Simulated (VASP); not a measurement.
# BiP2 (R-3m) in VASP: further runs

BiP2 is run at these levels: PBE; tasks: single point, relaxation of cell and atoms.

Everything below comes from runs of VASP 6.6.1. Logs are shortened: lines on timing, memory, paths and dates and some standing lists are left out, and cuts for length are marked.

## 1. The cell of the first run

It takes space group R-3m (No. 166, trigonal). The conventional cell has a = 3.861 Å, b = 3.861 Å, c = 14.854 Å, α = 90.00°, β = 90.00°, γ = 120.00°. Within 3.4 Å of Bi (site symmetry -3m) lie 6 P at 2.55 Å. Within 3.4 Å of P (site symmetry 3m) lie 4 P at 2.49 to 3.32 Å and 3 Bi at 2.55 Å.

The cell was generated, and may not be a known phase.

## 2. Single point, PBE

INCAR reads:

```
PREC = Accurate ; ENCUT = 520
EDIFF = 1E-6 ; ISMEAR = 0
SIGMA = 0.1 ; LREAL = F
LASPH = T ; NELM = 60
ALGO = Normal ; ISIF = 2
LWAVE = F ; LCHARG = F
GGA = PE ; NBANDS = 20
```

KPOINTS reads:

```
regular mesh
0
Gamma
  6 6 6
```

POSCAR reads:

```
BiP2
1.0
    1.9306125500      1.1146396700      4.9511819700
   -1.9306125500      1.1146396700      4.9511819700
    0.0000000000     -2.2292793500      4.9511819700
Bi P
1 2
Direct
    0.0000000000      0.0000000000      0.0000000000
    0.4160641100      0.4160641100      0.4160641100
    0.5839358900      0.5839358900      0.5839358900
```

Potentials or basis: VASP PAW PBE potentials, release 64 (Bi_d, P).

Command:

```console
cat potpaw_PBE.64/Bi_d/POTCAR potpaw_PBE.64/P/POTCAR > POTCAR
mpirun -np 1 vasp_std > vasp.out
```

OUTCAR:

```text
PREC = Accurate
   ENCUT = 520
   EDIFF = 1E-6
   ISMEAR = 0
   LREAL = F
   LASPH = T
   NELM = 60
   ISIF = 2
   GGA = PE

 ion  position               nearest neighbor table
   1  0.000  0.000  0.000-   3 2.55   2 2.55   3 2.55   3 2.55   2 2.55   2 2.55
   2  0.416  0.416  0.416-   3 2.49   1 2.55   1 2.55   1 2.55
   3  0.584  0.584  0.584-   2 2.49   1 2.55   1 2.55   1 2.55

  LATTYP: Found a trigonal (rhomboedric) cell.
 ALAT       =     5.4299069340
 COS(alpha) =     0.7471660019

  Lattice vectors:

 A1 = (   1.9306125500,   1.1146396700,   4.9511819700)
 A2 = (  -1.9306125500,   1.1146396700,   4.9511819700)
 A3 = (   0.0000000000,  -2.2292793500,   4.9511819700)

Analysis of symmetry for initial positions (statically):
=====================================================================
 Subroutine PRICEL returns:
 Original cell was already a primitive cell.

 Routine SETGRP: Setting up the symmetry group for a
 trigonal (rhombohedral) supercell.

 Subroutine GETGRP returns: Found 12 space group operations
 (whereof 12 operations were pure point group operations)
 out of a pool of 12 trial point group operations.

The static configuration has the point symmetry D_3d.

Analysis of symmetry for dynamics (positions and initial velocities):
=====================================================================
 Subroutine PRICEL returns:
 Original cell was already a primitive cell.

 Routine SETGRP: Setting up the symmetry group for a
 trigonal (rhombohedral) supercell.

 Subroutine GETGRP returns: Found 12 space group operations
 (whereof 12 operations were pure point group operations)
 out of a pool of 12 trial point group operations.

The dynamic configuration has the point symmetry D_3d.

 Subroutine INISYM returns: Found 12 space group operations
 (whereof 12 operations are pure point group operations),
 and found     1 'primitive' translations

----------------------------------------------------------------------------------------

                                     Primitive cell

  volume of cell :      63.9278

  direct lattice vectors                    reciprocal lattice vectors
     1.930612550  1.114639670  4.951181970     0.258985160  0.149525152  0.067323992
    -1.930612550  1.114639670  4.951181970    -0.258985160  0.149525152  0.067323992
     0.000000000 -2.229279350  4.951181970     0.000000000 -0.299050304  0.067323991

  length of vectors
     5.429906934  5.429906934  5.429906935     0.306534833  0.306534833  0.306534834

  position of ions in fractional coordinates (direct lattice)
     0.000000000  0.000000000  0.000000000
     0.416064110  0.416064110  0.416064110
     0.583935890  0.583935890  0.583935890

  ion indices of the primitive-cell ions
   primitive index   ion index
                 1           1
                 2           2
                 3           3

----------------------------------------------------------------------------------------

 KPOINTS: regular mesh

Automatic generation of k-mesh.
 Grid dimensions read from file:
 generate k-points for:    6    6    6

 Generating k-lattice:

  Cartesian coordinates                     Fractional coordinates (reciprocal lattice)
     0.043164193  0.024920859  0.011220665     0.166666667  0.000000000 -0.000000000
    -0.043164193  0.024920859  0.011220665     0.000000000  0.166666667 -0.000000000
     0.000000000 -0.049841717  0.011220665     0.000000000  0.000000000  0.166666667

  Length of vectors
     0.051089139  0.051089139  0.051089139

  Shift w.r.t. Gamma in fractional coordinates (k-lattice)
     0.000000000  0.000000000  0.000000000

 Subroutine IBZKPT returns following result:
 ===========================================

 Found     32 irreducible k-points:

 Following reciprocal coordinates:
            Coordinates               Weight
  0.000000  0.000000  0.000000      1.000000
  0.166667 -0.000000  0.000000      6.000000
  0.333333 -0.000000  0.000000      6.000000
  0.500000 -0.000000  0.000000      3.000000
  0.166667  0.166667  0.000000      6.000000
  0.333333  0.166667  0.000000     12.000000
[... 16 lines left out ...]
  0.500000  0.500000  0.166667      6.000000
 -0.333333  0.500000  0.166667     12.000000
 [... further k-points ...]
   k-points           NKPTS =     32   k-points in BZ     NKDIM =     32   number of bands    NBANDS=     20
   number of dos      NEDOS =    301   number of ions     NIONS =      3
   total plane-waves  NPLWV =  64000
   dimension x,y,z NGX =    40 NGY =   40 NGZ =   40
   dimension x,y,z NGXF=    80 NGYF=   80 NGZF=   80
   ions per type =               1   2
   NGX,Y,Z   is equivalent  to a cutoff of  12.25, 12.25, 12.25 a.u.
   NGXF,Y,Z  is equivalent  to a cutoff of  24.49, 24.49, 24.49 a.u.
 SYSTEM =  unknown system
   PREC   = accura    normal or accurate (medium, high low for compatibility)
   ISTART =      0    job   : 0-new  1-cont  2-samecut
   ICHARG =      2    charge: 1-file 2-atom 10-const
[... 83 lines left out ...]
     20      15.0517      0.00000

 k-point     3 :       0.3333   -0.0000    0.0000
  band No.  band energies     occupation
      1     -15.6207      2.00000
      2     -15.5399      2.00000
      3     -15.4707      2.00000
      4     -15.4380      2.00000
      5     -15.4260      2.00000
      6      -6.5052      2.00000
[... 12 lines left out ...]
     19      15.6247      0.00000
     20      16.2737      0.00000

 k-point     4 :       0.5000   -0.0000    0.0000
  band No.  band energies     occupation
      1     -15.6368      2.00000
      2     -15.5324      2.00000
      3     -15.4765      2.00000
      4     -15.4225      2.00000
      5     -15.4155      2.00000
      6      -5.0449      2.00000
[... 12 lines left out ...]
     19      17.0487      0.00000
     20      17.3181      0.00000

 k-point     5 :       0.1667    0.1667    0.0000
  band No.  band energies     occupation
      1     -15.5903      2.00000
      2     -15.5621      2.00000
      3     -15.4783      2.00000
      4     -15.4490      2.00000
      5     -15.4392      2.00000
      6      -7.5562      2.00000
[... 12 lines left out ...]
     19      15.0714      0.00000
     20      15.7040      0.00000

 k-point     6 :       0.3333    0.1667    0.0000
  band No.  band energies     occupation
      1     -15.6034      2.00000
      2     -15.5540      2.00000
      3     -15.4598      2.00000
      4     -15.4562      2.00000
      5     -15.4282      2.00000
      6      -6.8123      2.00000
[... 12 lines left out ...]
     19      15.1320      0.00000
     20      16.1948      0.00000

 k-point     7 :       0.5000    0.1667    0.0000
  band No.  band energies     occupation
      1     -15.6159      2.00000
      2     -15.5494      2.00000
      3     -15.4648      2.00000
      4     -15.4356      2.00000
      5     -15.4192      2.00000
      6      -5.4033      2.00000
[... 12 lines left out ...]
     19      15.6561      0.00000
     20      16.3643      0.00000
[... 277 lines left out ...]
 k-point    20 :       0.5000    0.3333    0.1667
  band No.  band energies     occupation
      1     -15.6042      2.00000
      2     -15.5539      2.00000
      3     -15.4597      2.00000
      4     -15.4563      2.00000
      5     -15.4280      2.00000
      6      -6.6336      2.00000
[... 12 lines left out ...]
     19      14.4754      0.00000
     20      15.0549      0.00000

 k-point    21 :      -0.3333    0.3333    0.1667
  band No.  band energies     occupation
      1     -15.6169      2.00000
      2     -15.5490      2.00000
      3     -15.4651      2.00000
      4     -15.4354      2.00000
      5     -15.4189      2.00000
      6      -5.2469      2.00000
[... 12 lines left out ...]
     19      16.2718      0.00000
     20      17.1845      0.00000

 k-point    22 :      -0.1667    0.3333    0.1667
  band No.  band energies     occupation
      1     -15.6166      2.00000
      2     -15.5490      2.00000
      3     -15.4654      2.00000
      4     -15.4350      2.00000
      5     -15.4193      2.00000
      6      -5.5373      2.00000
[... 12 lines left out ...]
     19      16.0953      0.00000
     20      16.6476      0.00000

 k-point    23 :       0.5000    0.5000    0.1667
  band No.  band energies     occupation
      1     -15.6226      2.00000
      2     -15.5396      2.00000
      3     -15.4717      2.00000
      4     -15.4369      2.00000
      5     -15.4256      2.00000
      6      -6.2460      2.00000
[... 12 lines left out ...]
     19      15.2213      0.00000
     20      15.3582      0.00000

 k-point    24 :      -0.3333    0.5000    0.1667
  band No.  band energies     occupation
      1     -15.6178      2.00000
      2     -15.5487      2.00000
      3     -15.4656      2.00000
      4     -15.4351      2.00000
      5     -15.4187      2.00000
      6      -5.2588      2.00000
[... 12 lines left out ...]
     19      15.6453      0.00000
     20      16.7070      0.00000

 [... further k-points ...]

------------------------ aborting loop because EDIFF is reached ----------------------------------------

  FORCE on cell =-STRESS in cart. coord.  units (eV):
  Direction    XX          YY          ZZ          XY          YZ          ZX
  --------------------------------------------------------------------------------------
  -------------------------------------------------------------------------------------
  Total       13.3747948     13.3747948      4.9535143      0.0000000     -0.0000000      0.0000000
  in kB      335.2030410    335.2030397    124.1464313      0.0000000     -0.0000001      0.0000000
  external PRESSURE =     264.8508373 kB  Pullay stress =       0.0000000 kB

 VOLUME and BASIS-vectors are now :
 -----------------------------------------------------------------------------
  energy-cutoff  :      520.00
  volume of cell :       63.93
      direct lattice vectors                 reciprocal lattice vectors
     1.930612550  1.114639670  4.951181970     0.258985160  0.149525152  0.067323992
    -1.930612550  1.114639670  4.951181970    -0.258985160  0.149525152  0.067323992
     0.000000000 -2.229279350  4.951181970     0.000000000 -0.299050304  0.067323991

 POSITION                                       TOTAL-FORCE (eV/Angst)
 -----------------------------------------------------------------------------------
      0.00000      0.00000      0.00000         0.000000      0.000000      0.000000
      0.00000     -0.00000      6.18003         0.000000     -0.000000      4.607662
      0.00000     -0.00000      8.67352         0.000000      0.000000     -4.607662
 -----------------------------------------------------------------------------------
    total drift:                               -0.000000     -0.000000      0.000000

  FREE ENERGIE OF THE ION-ELECTRON SYSTEM (eV)
  ---------------------------------------------------
  free  energy   TOTEN  =       -11.4162003129 eV

  energy  without entropy=      -11.4080144449  energy(sigma->0) =      -11.41210738
```

Wall time 63 s (1 thread of Oxide Virtual Turin-like, shared host); peak memory 0.21 GiB.

Results:

- Free energy: -11.4162 eV
- Pressure: 26.5 GPa
- Largest force: 4.608 eV/Å
- Band gap on the k mesh: zero (an odd number of electrons rules out a gap without spin polarisation)

Forces in eV/Å, atoms in the order of the input:
```
Bi   0.000  0.000  0.000
P    0.000  0.000  4.608
P    0.000  0.000 -4.608
```

Stress tensor (GPa, compression positive):
```
33.52  0.00  0.00
 0.00 33.52  0.00
 0.00  0.00 12.41
```

Caveat: the stress differs along the axes, from 12 to 34 GPa; spin-orbit coupling is left out, which moves the levels of the heavy elements; an odd number of electrons without spin polarisation forces a metal; a magnetic or distorted state may lie lower.

## 3. Single point, PBE

This run uses another cell than the first one, of 27.39 Å³/atom.

INCAR reads:

```
  PREC = Accurate
  ENCUT = 520
  EDIFF = 1E-7
  ISMEAR = 0
  SIGMA = 0.1
  LREAL = False
  LASPH = True
  NELM = 100
  ALGO = Normal
  ISIF = 2
  LWAVE = False
  LCHARG = False
  GGA = PE
  NBANDS = 20
```

KPOINTS reads:

```
Automatic mesh
0
Gamma
  6 6 6
```

POSCAR reads:

```
BiP2
1.0
    2.2399397662      1.2932298254      4.7268725076
   -2.2399397662      1.2932298254      4.7268725076
    0.0000000000     -2.5864596556      4.7268725063
Bi P
1 2
Direct
    0.0000000000      0.0000000000      0.0000000000
    0.4259722595      0.4259722595      0.4259722595
    0.5740277405      0.5740277405      0.5740277405
```

Potentials or basis: VASP PAW PBE potentials, release 64 (Bi_d, P).

Command:

```console
cat potpaw_PBE.64/Bi_d/POTCAR potpaw_PBE.64/P/POTCAR > POTCAR
mpirun -np 1 vasp_std > vasp.out
```

Wall time 79 s (1 thread of Oxide Virtual Turin-like, shared host); peak memory 0.21 GiB.

The run converged. Its results:

```
Free energy            : -14.0034 eV
Pressure               : 0.0 GPa
Largest force          : 0.066 eV/Å
Band gap on the k mesh : zero (an odd number of electrons rules out a gap without spin polarisation)
```

Forces on the atoms (eV/Å):
```
Bi   0.000  0.000  0.000
P    0.000  0.000  0.066
P    0.000  0.000 -0.066
```

Stress tensor (GPa, compression positive):
```
 0.14  0.00  0.00
 0.00  0.14  0.00
 0.00  0.00 -0.19
```

Levels at points of the mesh, in eV from the Fermi level:
| k point | band 11 | band 12 | band 13 | band 14 | band 15 | band 16 |
| --- | --- | --- | --- | --- | --- | --- |
| (0.00, 0.00, 0.00) | -2.40 | -0.13 | -0.13 | 0.81 | 1.38 | 1.38 |
| (0.50, 0.00, 0.00) | -2.18 | -2.11 | -2.06 | 1.88 | 3.26 | 5.47 |
| (0.50, 0.50, 0.00) | -2.72 | 0.86 | 0.92 | 1.30 | 2.49 | 2.91 |
| (0.50, 0.50, 0.50) | -2.32 | -1.62 | -1.62 | -0.39 | 3.16 | 3.16 |

Caveat: spin-orbit coupling is left out, which moves the levels of the heavy elements; an odd number of electrons without spin polarisation forces a metal; a magnetic or distorted state may lie lower.

## 4. Relaxation of cell and atoms, PBE

INCAR reads:

```
ALGO = Normal
EDIFF = 1E-6
EDIFFG = -0.04
ENCUT = 600
GGA = PE
IBRION = 2
ISIF = 3
ISMEAR = 0
LASPH = True
LCHARG = False
LREAL = False
LWAVE = False
NELM = 80
NSW = 90
PREC = Accurate
SIGMA = 0.1
```

KPOINTS reads:

```
k-points
0
Gamma
  6 6 6
```

POSCAR reads:

```
BiP2
1.0
    1.9306125500      1.1146396700      4.9511819700
   -1.9306125500      1.1146396700      4.9511819700
    0.0000000000     -2.2292793500      4.9511819700
Bi P
1 2
Direct
    0.0000000000      0.0000000000      0.0000000000
    0.4160641100      0.4160641100      0.4160641100
    0.5839358900      0.5839358900      0.5839358900
```

Command:

```console
cat potpaw_PBE.64/Bi_d/POTCAR potpaw_PBE.64/P/POTCAR > POTCAR
mpirun -np 1 vasp_std > vasp.out
```

Wall time 19 min (1 thread of Oxide Virtual Turin-like, shared host); peak memory 0.32 GiB.

It converged, with:

```
Free energy                           : -13.9992 eV
Relaxed volume                        : 27.48 Å³/atom
Relaxed cell                          : a = 5.390 Å, b = 5.390 Å, c = 5.390 Å, α = 49.21°, β = 49.21°, γ = 49.21°
Space group after relaxing (to 0.1 Å) : R-3m (No. 166)
Energy gained by relaxing             : 860.9 meV/atom
Ionic steps                           : 15
Pressure after relaxing               : 0.0 GPa
Largest force after relaxing          : 0.017 eV/Å
Band gap on the k mesh                : zero (an odd number of electrons rules out a gap without spin polarisation)
```

Forces in eV/Å, atoms in the order of the input:
```
Bi   0.000  0.000  0.000
P    0.000  0.000 -0.017
P    0.000  0.000  0.017
```

Step by step:
| step | energy change (eV) | largest force (eV/Å) | pressure (GPa) | volume (Å³) |
| --- | --- | --- | --- | --- |
| 1 | 0.0000 | 4.6074 | 26.51 | 63.93 |
| 2 | -1.9784 | 0.6491 | -7.68 | 101.95 |
| 3 | -2.2794 | 1.5274 | -4.27 | 87.54 |
| 4 | -2.3937 | 2.9368 | 2.72 | 82.39 |
| 5 | -2.5539 | 0.2160 | -1.18 | 84.39 |
| 6 | -2.5542 | 0.2786 | -1.10 | 84.32 |
| 7 | -2.5542 | 0.3445 | -1.00 | 84.26 |
| 8 | -2.5680 | 0.1454 | -0.03 | 82.40 |
| 9 | -2.5690 | 0.0804 | 0.32 | 81.79 |
| 10 | -2.5736 | 0.0557 | 0.22 | 81.96 |
| 11 | -2.5818 | 0.0153 | -0.11 | 82.45 |
| 12 | -2.5824 | 0.0484 | -0.23 | 82.65 |
| 13 | -2.5825 | 0.0416 | -0.21 | 82.61 |
| 14 | -2.5811 | 0.1795 | 0.41 | 81.96 |
| 15 | -2.5827 | 0.0171 | -0.04 | 82.43 |

Final structure:
```
CELL_PARAMETERS angstrom
2.24390 1.29552 4.72604
-2.24390 1.29552 4.72604
0.00000 -2.59104 4.72604
ATOMIC_POSITIONS crystal
Bi 0.00000 0.00000 0.00000
P 0.42613 0.42613 0.42613
P 0.57387 0.57387 0.57387
```

Levels at points of the mesh, in eV from the Fermi level:
```tsv
k point	band 9	band 10	band 11	band 12	band 13	band 14	band 15	band 16
(0.00, 0.00, 0.00)	-2.81	-2.81	-2.40	-0.12	-0.12	0.80	1.36	1.36
(0.50, 0.00, 0.00)	-5.14	-2.98	-2.16	-2.13	-2.08	1.87	3.28	5.45
(0.50, 0.50, 0.00)	-4.52	-4.09	-2.72	0.86	0.93	1.31	2.46	2.89
(0.50, 0.50, 0.50)	-2.55	-2.33	-2.33	-1.61	-1.61	-0.39	3.16	3.16
```

Caveat: the volume moved by over 15 % at a fixed basis, so the end points are rough; spin-orbit coupling is left out, which moves the levels of the heavy elements; an odd number of electrons without spin polarisation forces a metal; a magnetic or distorted state may lie lower.

## 5. Single point, PBE

This run uses another cell than the first one, of 27.44 Å³/atom.

INCAR reads:

```
SYSTEM = BiP2
PREC = Accurate
ENCUT = 520
EDIFF = 1E-6
ISMEAR = 0
SIGMA = 0.1
LREAL = .False.
LASPH = .True.
NELM = 80
ALGO = Fast
ISIF = 2
LWAVE = .False.
LCHARG = .False.
GGA = PE
NBANDS = 20
```

KPOINTS reads:

```
regular mesh
0
Gamma
  12 12 12
  0 0 0
```

POSCAR reads:

```
BiP2
1.0
    2.2314915899      1.2883522701      4.7724404424
   -2.2314915899      1.2883522701      4.7724404424
    0.0000000000     -2.5767045403      4.7724404424
Bi P
1 2
Direct
    0.0000000000      0.0000000000      0.0000000000
    0.4267482054      0.4267482054      0.4267482054
    0.5732517946      0.5732517946      0.5732517946
```

Command:

```console
cat potpaw_PBE.64/Bi_d/POTCAR potpaw_PBE.64/P/POTCAR > POTCAR
mpirun -np 1 vasp_std > vasp.out
```

Wall time 7.9 min (1 thread of Oxide Virtual Turin-like, shared host); peak memory 0.4 GiB.

It converged, with:

```yaml
Free_energy: -13.9718 eV
Pressure: -0.1 GPa
Largest_force: 0.047 eV/Å
Band_gap_on_the_k_mesh: zero (an odd number of electrons rules out a gap without spin polarisation)
```

Forces in eV/Å, atoms in the order of the input:
```
Bi   0.000  0.000  0.000
P    0.000  0.000  0.047
P    0.000  0.000 -0.047
```

Stress tensor (GPa, compression positive):
```
-0.04  0.00  0.00
 0.00 -0.04  0.00
 0.00  0.00 -0.25
```

Levels at points of the mesh, in eV from the Fermi level:
| k point | band 11 | band 12 | band 13 | band 14 | band 15 | band 16 |
| --- | --- | --- | --- | --- | --- | --- |
| (0.00, 0.00, 0.00) | -2.33 | -0.06 | -0.06 | 0.87 | 1.39 | 1.39 |
| (0.50, 0.00, 0.00) | -2.21 | -2.09 | -2.06 | 1.92 | 3.26 | 5.50 |
| (0.50, 0.50, 0.00) | -2.70 | 0.86 | 0.92 | 1.25 | 2.46 | 2.89 |
| (0.50, 0.50, 0.50) | -2.26 | -1.55 | -1.55 | -0.28 | 3.16 | 3.16 |

Caveat: spin-orbit coupling is left out, which moves the levels of the heavy elements; an odd number of electrons without spin polarisation forces a metal; a magnetic or distorted state may lie lower.

## 6. The runs side by side

```csv
task,cell,k mesh,cutoff (eV),gap on the mesh (eV),pressure (GPa),largest force (eV/Å)
single point,"a = 5.430 Å, angles 41.7°, 3 atoms, atomic positions A",6 × 6 × 6,520,none,26.5,4.61
single point,"a = 5.388 Å, angles 49.1°, 3 atoms, atomic positions B",6 × 6 × 6,520,none,0.0,0.07
relaxation of cell and atoms,"relaxed from a = 5.430 Å, angles 41.7°, 3 atoms, atomic positions A",6 × 6 × 6,600,none,0.0,0.02
single point,"a = 5.424 Å, angles 48.6°, 3 atoms, atomic positions C",12 × 12 × 12,520,none,-0.1,0.05
```

Alike in all rows: level PBE; potentials or basis VASP PAW PBE potentials, release 64 (Bi_d, P); no spin polarisation; smearing gaussian 0.1 eV.

Caveats: spin-orbit coupling is left out, which moves the levels of the heavy elements; an odd number of electrons without spin polarisation forces a metal; a magnetic or distorted state may lie lower; the stress differs along the axes, from 12 to 34 GPa (at least some runs); the volume moved by over 15 % at a fixed basis, so the end points are rough (at least some runs).

Total energies depend on the potentials used, so only differences within one code and one set of settings carry meaning.
